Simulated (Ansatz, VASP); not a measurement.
# Two plane-wave programs on SiGe2

```
Si Ge
1.0
     2.94278    0.00000    0.00000
    -1.47139    2.54852    0.00000
     0.00000    0.00000   14.33774
Si Ge
2 4
Direct
  0.66667 0.33333 0.16667
  0.66667 0.33333 0.83333
  0.33333 0.66667 0.00000
  0.33333 0.66667 0.33333
  0.33333 0.66667 0.66667
  0.66667 0.33333 0.50000
```

Alike in both runs: task relaxation of cell and atoms; functional PBE; k mesh 6 × 6 × 2; occupations gaussian, width 0.1 eV; no spin polarisation.

```csv
,VASP,Ansatz
version,VASP 6.6.1,Ansatz 0.2.0
potentials or method,"VASP PAW PBE potentials, release 64 (Si, Ge_d), cutoff 600 eV","scalar-relativistic, plane waves, PAW"
valence electrons in the cell,64,64
```

VASP gave:

```
gap on the k mesh at the Fermi level, each at its own relaxed structure (eV) : none
relaxed volume (Å³/atom)                                                     : 17.94
relaxed cell length with the largest relative difference (Å)                 : 13.770
```

Q: What did Ansatz give for the same quantities?

A: gap on the k mesh at the Fermi level, each at its own relaxed structure (eV): none; relaxed volume (Å³/atom): 18.00; relaxed cell length with the largest relative difference (Å): 13.944.

A gap of «none» marks a metal or a gap that the smearing closes.

The k mesh is coarse, so the values compare programs but aren't converged.
